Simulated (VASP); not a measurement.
Wanted: the native input for a VASP 6.6.1 run.

```
Task                   : relaxation of shape and atoms at fixed volume
Functional             : PBE
Potentials or basis    : VASP PAW PBE potentials, release 64 (Si, O)
Cutoff                 : 600 eV
k mesh                 : 6 × 6 × 8
Occupations            : gaussian, width 0.02 eV
Spin                   : no spin polarisation
Dipole correction      : no
Further INCAR settings : ALGO = Normal; EDIFF = 1e-06; IBRION = 2; EDIFFG = -0.01; NSW = 50; ISIF = 4
```

The structure of SiO2 lies in POSCAR:

```
SiO2
1.0
    4.0878453211      0.0000000000      0.0000000000
    0.0000000000      4.0878453211      0.0000000000
    0.0000000000      0.0000000000      2.6290648629
Si O
2 4
Direct
    0.0000000000      0.0000000000      0.0000000000
    0.5000000000      0.5000000000      0.5000000000
    0.3045164451      0.3045164451      0.0000000000
    0.1954835549      0.8045164451      0.5000000000
    0.6954835549      0.6954835549      0.0000000000
    0.8045164451      0.1954835549      0.5000000000
```

One way to write it, as run:

INCAR

```
SYSTEM = SiO2
PREC = Accurate ; ENCUT = 600
EDIFF = 1E-6 ; ISMEAR = 0
SIGMA = 0.02 ; LREAL = .FALSE.
LASPH = .TRUE. ; NELM = 60
ALGO = Normal ; ISIF = 4
LWAVE = .FALSE. ; LCHARG = .FALSE.
GGA = PE ; IBRION = 2
NSW = 50 ; EDIFFG = -0.01
```

KPOINTS

```
Automatic mesh
0
G
  6 6 8
  0 0 0
```

Potentials or basis: VASP PAW PBE potentials, release 64 (Si, O).

Run with:

```bash
$ cat potpaw_PBE.64/Si/POTCAR potpaw_PBE.64/O/POTCAR > POTCAR
$ mpirun -np 1 vasp_std > vasp.out
```

Results of the run:

```yaml
Energy_gained_by_relaxing: 0.7 meV/atom
Ionic_steps: 4
Pressure_after_relaxing: 31.1 GPa
Largest_force_after_relaxing: 0.009 eV/Å
Band_gap_on_the_k_mesh: 6.54 eV
```

Wall time 4 min on 1 thread of Intel Xeon 8259CL, with other jobs on the host, peak memory 0.2 GiB.
